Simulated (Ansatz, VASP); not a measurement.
**InCuO in VASP and in Ansatz**

```
In Cu O
1.0
    -2.95530    0.00000    0.00000
     0.00000    0.00000   -5.27070
     0.00000   -5.91061    0.00000
In Cu O
2 2 2
Direct
  0.00000 0.00000 0.50000
  0.00000 0.00000 0.00000
  0.50000 0.50000 0.75000
  0.50000 0.50000 0.25000
  0.00000 0.50000 0.50000
  0.00000 0.50000 0.00000
```

Alike in both runs: task single point; functional PBE; k mesh 8 × 4 × 4; occupations gaussian, width 0.2 eV; no spin polarisation.

|  | VASP | Ansatz |
| --- | --- | --- |
| version | VASP 6.6.1 | Ansatz 0.2.0 |
| potentials or method | VASP PAW PBE potentials, release 64 (In_d, Cu, O), cutoff 520 eV | scalar-relativistic, plane waves, PAW |
| valence electrons in the cell | 60 | 76 |

```csv
,VASP,Ansatz,Ansatz less VASP
gap on the k mesh at the Fermi level (eV),none,none,-
pressure (GPa),0.1,0.0,-0.11
"traceless stress, the component that is largest in VASP (GPa)",-0.86,-0.62,+0.247
```

A gap of «none» marks a metal or a gap that the smearing closes. With one functional, cell and mesh, what is left measures potentials, basis and numerics. VASP's potentials hold 60 valence electrons a cell and Ansatz's 76, so a difference there can come from the potentials and not from the codes.
